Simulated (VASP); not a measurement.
# Rh (Fm-3m) in VASP: settings compared, part 2 of 2

VASP 6.6.1. Earlier steps stand in the parts before.

## 6. Single point, PBE (volume scaled by 0.4)

File INCAR:

```
PREC = Accurate ; ENCUT = 520
EDIFF = 1E-7 ; ISMEAR = -1
SIGMA = 0.05 ; LREAL = False
LASPH = True ; NELM = 100
ALGO = Normal ; ISIF = 2
LWAVE = False ; LCHARG = True
GGA = PE ; LELF = True
LVHAR = True ; NBANDS = 14
```

File KPOINTS:

```
regular mesh
0
Gamma
  17 17 17
```

File POSCAR:

```
Rh
1.0
    0.0000000000      1.4109780928      1.4109780928
    1.4109780928      0.0000000000      1.4109780928
    1.4109780928      1.4109780928      0.0000000000
Rh
1
Direct
    0.0000000000      0.0000000000      0.0000000000
```

Potentials or basis: VASP PAW PBE potentials, release 64 (Rh_pv).

Command:

```bash
> cat potpaw_PBE.64/Rh_pv/POTCAR > POTCAR
> mpirun -np 1 vasp_std > vasp.out
```

OUTCAR:

```text
PREC = Accurate
   ENCUT = 520
   EDIFF = 1E-7
   ISMEAR = -1
   LREAL = False
   LASPH = True
   NELM = 100
   ISIF = 2
   GGA = PE

 ion  position               nearest neighbor table
   1  0.000  0.000  0.000-

  LATTYP: Found a face centered cubic cell.
 ALAT       =     2.8219561856

  Lattice vectors:

 A1 = (   0.0000000000,   1.4109780928,   1.4109780928)
 A2 = (   1.4109780928,   0.0000000000,   1.4109780928)
 A3 = (   1.4109780928,   1.4109780928,   0.0000000000)

Analysis of symmetry for initial positions (statically):
=====================================================================
 Subroutine PRICEL returns:
 Original cell was already a primitive cell.

 Routine SETGRP: Setting up the symmetry group for a
 face centered cubic supercell.

 Subroutine GETGRP returns: Found 48 space group operations
[... 9 lines left out ...]

 Routine SETGRP: Setting up the symmetry group for a
 face centered cubic supercell.

 Subroutine GETGRP returns: Found 48 space group operations
[... 11 lines left out ...]
                                     Primitive cell

  volume of cell :       5.6181

  direct lattice vectors                    reciprocal lattice vectors
     0.000000000  1.410978093  1.410978093    -0.354364113  0.354364113  0.354364113
     1.410978093  0.000000000  1.410978093     0.354364113 -0.354364113  0.354364113
     1.410978093  1.410978093  0.000000000     0.354364113  0.354364113 -0.354364113

  length of vectors
     1.995424355  1.995424355  1.995424355     0.613776648  0.613776648  0.613776648

  position of ions in fractional coordinates (direct lattice)
     0.000000000  0.000000000  0.000000000

  ion indices of the primitive-cell ions
   primitive index   ion index
                 1           1

----------------------------------------------------------------------------------------

 KPOINTS: regular mesh

[... 84 lines left out ...]
   IALGO  =     38    algorithm
   IMIX   =      4    mixing-type and parameters
     AMIX     =   0.40;   BMIX     =  1.00
     AMIX_MAG =   1.60;   BMIX_MAG =  1.00
  volume/ion in A,a.u.               =       5.62        37.91
  Fermi-wavevector in a.u.,A,eV,Ry     =   2.271128  4.291810 70.179167  5.158023
  Thomas-Fermi vector in A             =   3.213473
   LORBIT       =      0    0 simple, 1 ext, 2 COOP (PROOUT), +10 PAW based schemes
   GGA     = PE    functional components
   LHFCALC =     F    Hartree Fock is set to
   AEXX    =    0.0000 exact exchange contribution
   IVDW    =     0    specifies the selected vdW correction
   LEPSILON=     F    determine dielectric tensor
   LRPA    =     F    only Hartree local field effects (RPA)
 non-spin polarized calculation
  energy-cutoff  :      520.00
  volume of cell :        5.62
 maximum number of plane-waves:       169
   NGX =  7   NGY =  7   NGZ =  7

 number of electron      14.9999997 magnetization

 Free energy of the ion-electron system (eV)
  ---------------------------------------------------
  ext. energy  EPLUGINS =         0.00000000
  ---------------------------------------------------
  free energy    TOTEN  =        16.66414616 eV

  energy without entropy =       16.66704758  energy(sigma->0) =       16.66559687

 E-fermi :  37.8303     XC(G=0): -20.6115

 val. band max:       37.8034194252   @ k =  -0.4706   0.4118   0.1176
 cond. band min:      37.8327158677   @ k =  -0.3529   0.1765   0.0588
 fundamental gap:      0.0292964425
 Fermi energy:        37.8303483806

 k-point     1 :       0.0000    0.0000    0.0000
  band No.  band energies     occupation
      1     -10.3950      2.00000
      2     -10.3950      2.00000
      3     -10.3950      2.00000
      4      25.3005      2.00000
      5      26.0819      2.00000
      6      26.0819      2.00000
      7      26.0819      2.00000
      8      33.9236      2.00000
      9      33.9236      2.00000
     10      46.6722      0.00000
     11      55.3563      0.00000
     12      59.3457      0.00000
     13      59.3457      0.00000
     14      59.3457      0.00000
[... 377 lines left out ...]
      1     -12.6574      2.00000
      2     -10.9982      2.00000
      3     -10.5375      2.00000
      4      24.4485      2.00000
      5      26.5133      2.00000
      6      26.9610      2.00000
      7      28.5330      2.00000
      8      32.1119      2.00000
      9      33.9897      2.00000
     10      50.9188      0.00000
     11      55.3450      0.00000
     12      55.6981      0.00000
     13      61.9714      0.00000
     14      64.5918      0.00000

 [... further k-points ...]
[... 5 lines left out ...]
  --------------------------------------------------------------------------------------
  -------------------------------------------------------------------------------------
  Total       74.5535123     74.5535123     74.5535123      0.0000000      0.0000000     -0.0000000
  in kB    21261.2053708  21261.2053708  21261.2053708      0.0000000      0.0000000     -0.0000000
  external PRESSURE =   21261.2053708 kB  Pullay stress =       0.0000000 kB

 VOLUME and BASIS-vectors are now :
 -----------------------------------------------------------------------------
  energy-cutoff  :      520.00
  volume of cell :        5.62
      direct lattice vectors                 reciprocal lattice vectors
     0.000000000  1.410978093  1.410978093    -0.354364113  0.354364113  0.354364113
     1.410978093  0.000000000  1.410978093     0.354364113 -0.354364113  0.354364113
     1.410978093  1.410978093  0.000000000     0.354364113  0.354364113 -0.354364113

 POSITION                                       TOTAL-FORCE (eV/Angst)
 -----------------------------------------------------------------------------------
      0.00000      0.00000      0.00000         0.000000      0.000000      0.000000
 -----------------------------------------------------------------------------------
    total drift:                                0.000000     -0.000000     -0.000000

  FREE ENERGIE OF THE ION-ELECTRON SYSTEM (eV)
  ---------------------------------------------------
  free  energy   TOTEN  =        16.6641461634 eV

  energy  without entropy=       16.6670475809  energy(sigma->0) =       16.66559687
```

stdout:

```text
POSCAR found type information on POSCAR Rh
 POSCAR found :  1 types and       1 ions
 scaLAPACK will be used
 LDA part: xc-table for (Slater+PW92), standard interpolation
 POSCAR, INCAR and KPOINTS ok, starting setup
 FFT: planning ... GRIDC
 FFT: planning ... GRID_SOFT
 FFT: planning ... GRID
 WAVECAR not read
 entering main loop
```

Run time: 8.8 s. Hardware: 1 thread of AMD EPYC 9R45 (Zen 5), shared host; peak memory 0.09 GiB.

The run converged, but its numbers aren't listed here, since they failed a check.

## 7. Summary

| level | cell | gap on the mesh (eV) | pressure (GPa) |
| --- | --- | --- | --- |
| PBE | a = 2.662 Å, angles 60.0°, 1 atom | none | 15.1 |
| PBE | a = 2.708 Å, angles 60.0°, 1 atom | none | 0.0 |
| PBE+D3(BJ) | a = 2.708 Å, angles 60.0°, 1 atom | none | -7.5 |

Alike in all rows: task single point; potentials or basis VASP PAW PBE potentials, release 64 (Rh_pv); no spin polarisation; k mesh 17 × 17 × 17; cutoff (eV) 520; smearing fermi-dirac 0.05 eV.

Caveats: three body term missing (some runs); pairwise dispersion overbinds metals, which lowers pressure and volume (some runs).

Total energies depend on the potentials used, so only differences within one code and one set of settings carry meaning.
